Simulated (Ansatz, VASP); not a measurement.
**Two plane-wave programs on Bi**

Contents of INCAR:

```
  ALGO = Fast
  EDIFF = 1E-7
  ENCUT = 520
  GGA = PE
  ISIF = 2
  ISMEAR = 0
  LASPH = T
  LCHARG = F
  LREAL = F
  LWAVE = F
  NBANDS = 22
  NELM = 60
  PREC = Accurate
  SIGMA = 0.15
```

Contents of KPOINTS:

```
k-points
0
Gamma
  12 12 12
```

Contents of POSCAR:

```
Bi
1.0
    2.2729996784      1.3123169762      3.8946900000
   -2.2729996784      1.3123169762      3.8946900000
    0.0000000000     -2.6246339523      3.8946900000
Bi
2
Direct
    0.2338900000      0.2338900000      0.2338900000
    0.7661100000      0.7661100000      0.7661100000
```

Input for Ansatz:

```yaml
crystal:
  lattice:
    - [2.2729996784, 1.3123169762, 3.89469]
    - [-2.2729996784, 1.3123169762, 3.89469]
    - [0.0, -2.6246339523, 3.89469]
  atoms:
    - { symbol: Bi, position: [0.23389, 0.23389, 0.23389] }
    - { symbol: Bi, position: [0.76611, 0.76611, 0.76611] }
basis:
  ecutwfc: 420
kpoints:
  mp_grid: { grid: [12, 12, 12] }
hamiltonian:
  xc: pbe
scf:
  occupations: { method: gaussian, width: 0.15 }
output:
  forces: true
  stress: true
  eigenvalues: true
```

Change from the starting cell: strain +0.000 along x and y, -0.015 along z, atoms carried along.

Alike in both runs: task single point; functional PBE; k mesh 12 × 12 × 12; occupations gaussian, width 0.15 eV; no spin polarisation.

|  | VASP | Ansatz |
| --- | --- | --- |
| version | VASP 6.6.1 | Ansatz 0.2.0 |
| potentials or method | VASP PAW PBE potentials, release 64 (Bi_d), cutoff 520 eV | scalar-relativistic, plane waves, PAW |
| valence electrons in the cell | 30 | 30 |

```tsv
	VASP	Ansatz	Ansatz less VASP
gap on the k mesh at the Fermi level (eV)	none	none	-
pressure (GPa)	2.4	2.5	+0.06
traceless stress, the component that is largest in VASP (GPa)	0.28	0.28	0.000
rms of the force components (eV/Å)	0.167	0.162	-0.0046
```

Atom by atom the forces differ by 0.005 eV/Å (rms over components). A gap of «none» marks a metal or a gap that the smearing closes.

Neither program's run includes spin-orbit coupling.
